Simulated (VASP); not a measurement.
# AlN (P6_3mc) in VASP: vibrations by perturbation theory with LDA

Aim: the vibrations by perturbation theory of AlN with LDA.

Program: VASP 6.6.1. These are calculated values, not measurements. Logs are shortened: lines on timing, memory, paths and dates and some standing lists are left out, and cuts for length are marked.

### 1 The cell of the first run

Symmetry: P6_3mc, No. 186, hexagonal system. Conventional cell: a = 3.089 Å, b = 3.089 Å, c = 4.943 Å, α = 90.00°, β = 90.00°, γ = 120.00°. Within 2.5 Å of Al (site symmetry 3m) lie 4 N at 1.88 to 1.89 Å. N (site symmetry 3m) has 4 Al at 1.88 to 1.89 Å within 2.5 Å.

### 2 Vibrations by perturbation theory, LDA

Contents of INCAR:

```
SYSTEM = AlN
PREC     = Accurate       ! precision mode
ENCUT    = 520            ! plane-wave cutoff, eV
EDIFF    = 1E-8           ! SCF threshold, eV
ISMEAR   = 0              ! smearing method
SIGMA    = 0.01           ! smearing width, eV
LREAL    = .FALSE.        ! projectors in reciprocal space
LASPH    = .TRUE.         ! aspherical terms in the spheres
NELM     = 100            ! most SCF steps
ALGO     = Normal         ! electronic algorithm
ISIF     = 2              ! what is computed and relaxed
LWAVE    = .FALSE.        ! write WAVECAR
LCHARG   = .TRUE.         ! write CHGCAR
GGA      = CA             ! functional
NBANDS   = 16             ! bands
IBRION   = 8              ! ionic algorithm
NSW      = 1              ! ionic steps
LEPSILON = .TRUE.         ! dielectric tensor by DFPT
```

Contents of KPOINTS:

```
Automatic mesh
0
G
  10 10 4
  0 0 0
```

Contents of POSCAR:

```
AlN
1.0
    3.0886447106      0.0000000000      0.0000000000
   -1.5443223553      2.6748447827      0.0000000000
    0.0000000000      0.0000000000      4.9430764346
Al N
2 2
Direct
    0.6666666667      0.3333333333      0.4990076321
    0.3333333333      0.6666666667      0.9990076321
    0.6666666667      0.3333333333      0.8809923679
    0.3333333333      0.6666666667      0.3809923679
```

Potentials or basis: VASP PAW LDA potentials, release 64 (Al, N).

The run is started by

```console
$ cat potpaw_LDA.64/Al/POTCAR potpaw_LDA.64/N/POTCAR > POTCAR
$ mpirun -np 1 vasp_std > vasp.out
```

OUTCAR:

```text
SYSTEM = AlN
   PREC = Accurate
   ENCUT = 520
   EDIFF = 1E-8
   ISMEAR = 0
   LREAL = .FALSE.
   LASPH = .TRUE.
   NELM = 100
   ISIF = 2
   GGA = CA
   IBRION = 8
   NSW = 1
   LEPSILON = .TRUE.

 ion  position               nearest neighbor table
   1  0.667  0.333  0.499-   4 1.88   4 1.88   4 1.88   3 1.89   2 3.05   2 3.05   2 3.05   2 3.05
                             2 3.05   2 3.05
   2  0.333  0.667  0.999-   3 1.88   3 1.88   3 1.88   4 1.89   1 3.05   1 3.05   1 3.05   1 3.05
                             1 3.05   1 3.05
   3  0.667  0.333  0.881-   2 1.88   2 1.88   2 1.88   1 1.89
   4  0.333  0.667  0.381-   1 1.88   1 1.88   1 1.88   2 1.89

  LATTYP: Found a hexagonal cell.
 ALAT       =     3.0886447106
 C/A-ratio  =     1.6004030563

  Lattice vectors:

 A1 = (   3.0886447106,   0.0000000000,   0.0000000000)
 A2 = (  -1.5443223553,   2.6748447827,   0.0000000000)
 A3 = (   0.0000000000,   0.0000000000,   4.9430764346)

Analysis of symmetry for initial positions (statically):
=====================================================================
 Subroutine PRICEL returns:
 Original cell was already a primitive cell.

 Routine SETGRP: Setting up the symmetry group for a
 hexagonal supercell.

 Subroutine GETGRP returns: Found 12 space group operations
 (whereof  6 operations were pure point group operations)
 out of a pool of 24 trial point group operations.

The static configuration has the point symmetry C_3v.
 The point group associated with its full space group is C_6v.

Analysis of symmetry for dynamics (positions and initial velocities):
=====================================================================
 Subroutine PRICEL returns:
 Original cell was already a primitive cell.

 Routine SETGRP: Setting up the symmetry group for a
 hexagonal supercell.

 Subroutine GETGRP returns: Found 12 space group operations
 (whereof  6 operations were pure point group operations)
 out of a pool of 24 trial point group operations.

The dynamic configuration has the point symmetry C_3v.
 The point group associated with its full space group is C_6v.

 Subroutine INISYM returns: Found 12 space group operations
 (whereof  6 operations are pure point group operations),
 and found     1 'primitive' translations

----------------------------------------------------------------------------------------

                                     Primitive cell

  volume of cell :      40.8379

  direct lattice vectors                    reciprocal lattice vectors
     3.088644711  0.000000000  0.000000000     0.323766601  0.186926734  0.000000000
    -1.544322355  2.674844783  0.000000000     0.000000000  0.373853469  0.000000000
     0.000000000  0.000000000  4.943076435     0.000000000  0.000000000  0.202303163

  length of vectors
     3.088644711  3.088644711  4.943076435     0.373853469  0.373853469  0.202303163

  position of ions in fractional coordinates (direct lattice)
     0.666666667  0.333333333  0.499007632
     0.333333333  0.666666667  0.999007632
     0.666666667  0.333333333  0.880992368
     0.333333333  0.666666667  0.380992368
[... 651 lines left out ...]
     0.25461  0.00000  0.00000
     0.00000  0.25461  0.00000
    -0.00000  0.00000 -0.37638

[... ionic steps 4 to 9 ...]

--------------------------------------- Ionic step       10  -------------------------------------------

------------------------ aborting loop because EDIFF is reached ----------------------------------------

[... ionic steps 11 to 11 ...]

--------------------------------------- Ionic step       12  -------------------------------------------

 Free energy of the ion-electron system (eV)
  ---------------------------------------------------
  ---------------------------------------------------
  free energy    TOTEN  =        -0.25069396 eV

  energy without entropy =       -0.25069396

------------------------ aborting loop because EDIFF is reached ----------------------------------------

 INTERNAL STRAIN TENSOR  FOR ION    3  DIRECTION 3   (eV/Angst):
 -----------------------------------------------------------------------------
     5.98740  0.00000 -0.00000
    -0.00000  5.98740  0.00000
     0.00000  0.00000-13.25305

 MACROSCOPIC STATIC DIELECTRIC TENSOR (including local field effects in DFT)
 ------------------------------------------------------
           4.396803    -0.000000     0.000000
           0.000000     4.396803     0.000000
           0.000000    -0.000000     4.617920
 ------------------------------------------------------

 PIEZOELECTRIC TENSOR (including local field effects)  for field in x, y, z        (e  Angst)
          XX          YY          ZZ          XY          YZ          ZX
  --------------------------------------------------------------------------------
  x    -0.00000     0.00000    -0.00000    -0.00000     0.00000     0.85085
  y    -0.00000    -0.00000    -0.00000     0.00000     0.85085     0.00000
  z     0.64897     0.64897    -0.95937     0.00000     0.00000     0.00000

 PIEZOELECTRIC TENSOR (including local field effects)  for field in x, y, z        (C/m^2)
          XX          YY          ZZ          XY          YZ          ZX
  --------------------------------------------------------------------------------
  x    -0.00000     0.00000    -0.00000    -0.00000     0.00000     0.33381
  y    -0.00000    -0.00000    -0.00000     0.00000     0.33381     0.00000
  z     0.25461     0.25461    -0.37638     0.00000     0.00000     0.00000

 BORN EFFECTIVE CHARGES (including local field effects) (in |e|, cummulative output)
 ---------------------------------------------------------------------------------
 ion    1
    1     2.50927     0.00000    -0.00000
    2     0.00000     2.50927     0.00000
    3    -0.00000     0.00000     2.67134
 ion    2
    1     2.50927     0.00000    -0.00000
    2     0.00000     2.50927     0.00000
    3     0.00000     0.00000     2.67134
 ion    3
    1    -2.50927     0.00000     0.00000
    2     0.00000    -2.50927     0.00000
    3     0.00000     0.00000    -2.67134
 ion    4
    1    -2.50927     0.00000    -0.00000
    2     0.00000    -2.50927     0.00000
    3     0.00000     0.00000    -2.67134

 INTERNAL STRAIN TENSOR FOR ION    4 for displacements in x,y,z  (eV/Angst):
          X           Y           Z          XY          YZ          ZX
  --------------------------------------------------------------------------------
  x    -0.00000     0.00000    -0.00000   -11.25175     0.00000     5.66215
  y   -11.25175    11.25175     0.00000     0.00000     5.76196    -0.00000
  z     5.98740     5.98740   -13.25305     0.00000     0.00000     0.00000

 SECOND DERIVATIVES (NOT SYMMETRIZED)
 ------------------------------------
               1X          1Y          1Z          2X          2Y          2Z          3X          3Y          3Z          4X          4Y          4Z
  1X   -16.569707    0.000000    0.000000    0.677583   -0.000000   -0.000000    1.481710   -0.000000   -0.000000   14.410414    0.000000    0.000000
  1Y    -0.000000  -16.569707    0.000000    0.000000    0.677583    0.000000    0.000000    1.481710    0.000000    0.000000   14.410414   -0.000000
  1Z     0.000000   -0.000000  -21.946357    0.000000    0.000000    8.636505    0.000000    0.000000    6.820066    0.000000    0.000000    6.489786
  2X     0.677583   -0.000000    0.000000  -16.569707    0.000000   -0.000000   14.410414    0.000000   -0.000000    1.481710   -0.000000    0.000000
  2Y     0.000000    0.677583    0.000000    0.000000  -16.569707   -0.000000    0.000000   14.410414    0.000000    0.000000    1.481710   -0.000000
  2Z     0.000000    0.000000    8.636505    0.000000    0.000000  -21.946357    0.000000    0.000000    6.489786   -0.000000    0.000000    6.820066
  3X     1.479630    0.000000    0.000000   14.406613   -0.000000    0.000000  -16.635777   -0.000000    0.000000    0.749535    0.000000    0.000000
  3Y     0.000000    1.479630    0.000000    0.000000   14.406613   -0.000000    0.000000  -16.635777    0.000000   -0.000000    0.749535    0.000000
  3Z     0.000000   -0.000000    6.773907    0.000000    0.000000    6.525334    0.000000    0.000000  -20.552374    0.000000    0.000000    7.253132
  4X    14.406613    0.000000   -0.000000    1.479630    0.000000   -0.000000    0.749535    0.000000    0.000000  -16.635777    0.000000    0.000000
  4Y    -0.000000   14.406613    0.000000   -0.000000    1.479630    0.000000    0.000000    0.749535   -0.000000    0.000000  -16.635777   -0.000000
  4Z     0.000000    0.000000    6.525334   -0.000000    0.000000    6.773907    0.000000    0.000000    7.253132    0.000000    0.000000  -20.552374

 Eigenvectors and eigenvalues of the dynamical matrix
 ----------------------------------------------------

   1 f  =   22.032564 THz   138.434680 2PiTHz  734.927214 cm-1    91.119320 meV
             X         Y         Z           dx          dy          dz
      1.544322  0.891615  2.466633    -0.000000   -0.000000    0.012346
     -0.000000  1.783230  4.938171    -0.000000   -0.000000   -0.012346
      1.544322  0.891615  4.354813     0.000000    0.000000   -0.706999
     -0.000000  1.783230  1.883274     0.000000    0.000000    0.706999
[... 71 lines left out ...]
  12 f/i=    0.003552 THz     0.022319 2PiTHz    0.118490 cm-1     0.014691 meV
             X         Y         Z           dx          dy          dz
      1.544322  0.891615  2.466633     0.000000   -0.000000   -0.573665
     -0.000000  1.783230  4.938171     0.000000   -0.000000   -0.573665
      1.544322  0.891615  4.354813     0.000000   -0.000000   -0.413411
     -0.000000  1.783230  1.883274     0.000000   -0.000000   -0.413411

--------------------------------------------------------------------------------------------------------

 MACROSCOPIC STATIC DIELECTRIC TENSOR IONIC CONTRIBUTION
 ------------------------------------------------------
           3.511753    -0.000000     0.000000
          -0.000000     3.511753    -0.000000
           0.000000    -0.000000     4.753247
 ------------------------------------------------------

 ELASTIC MODULI CONTR FROM IONIC RELAXATION (kBar)
 Direction    XX          YY          ZZ          XY          YZ          ZX
 --------------------------------------------------------------------------------
 XX        -790.9231    366.9454    469.2006     -0.0000      0.0000      0.0000
 YY         366.9454   -790.9231    469.2006      0.0000      0.0000     -0.0000
 ZZ         469.2006    469.2006  -1038.4943     -0.0000     -0.0000      0.0000
 XY          -0.0000      0.0000     -0.0000   -578.9342     -0.0000      0.0000
 YZ          -0.0000     -0.0000     -0.0000     -0.0000   -149.2298      0.0000
 ZX           0.0000     -0.0000      0.0000      0.0000      0.0000   -155.8172
 --------------------------------------------------------------------------------

 PIEZOELECTRIC TENSOR IONIC CONTR  for field in x, y, z        (C/m^2)
          XX          YY          ZZ          XY          YZ          ZX
  --------------------------------------------------------------------------------
  x     0.00000    -0.00000     0.00000     0.00000     0.00000    -0.69605
  y     0.00000    -0.00000    -0.00000    -0.00000    -0.68118     0.00000
  z    -0.94455    -0.94455     2.09059     0.00000     0.00000    -0.00000
```

Wall time 4.5 min (1 thread of Intel Xeon Platinum 8559C (Emerald Rapids), shared host); peak memory 0.42 GiB.

Results:

```
Electronic dielectric tensor (diagonal)                 : 4.40, 4.40, 4.62
Born charges (mean of the diagonal)                     : Al +2.56; N -2.56 e
Highest phonon frequency at Γ, LO-TO splitting left out : 735 cm⁻¹
```

Phonon frequencies in cm⁻¹ (negative: imaginary):
| q point | frequencies |
| --- | --- |
| (0.000, 0.000, 0.000) | 0 0 0 239 239 555 626 674 674 685 685 735 |

Electronic dielectric tensor:
```
4.40 0.00 0.00
0.00 4.40 0.00
0.00 0.00 4.62
```

Born effective charge tensors (e):
atom 1, Al
```
2.51 0.00 0.00
0.00 2.51 0.00
0.00 0.00 2.67
```
atom 2, Al
```
2.51 0.00 0.00
0.00 2.51 0.00
0.00 0.00 2.67
```
atom 3, N
```
-2.51  0.00  0.00
 0.00 -2.51  0.00
 0.00  0.00 -2.67
```
atom 4, N
```
-2.51  0.00  0.00
 0.00 -2.51  0.00
 0.00  0.00 -2.67
```
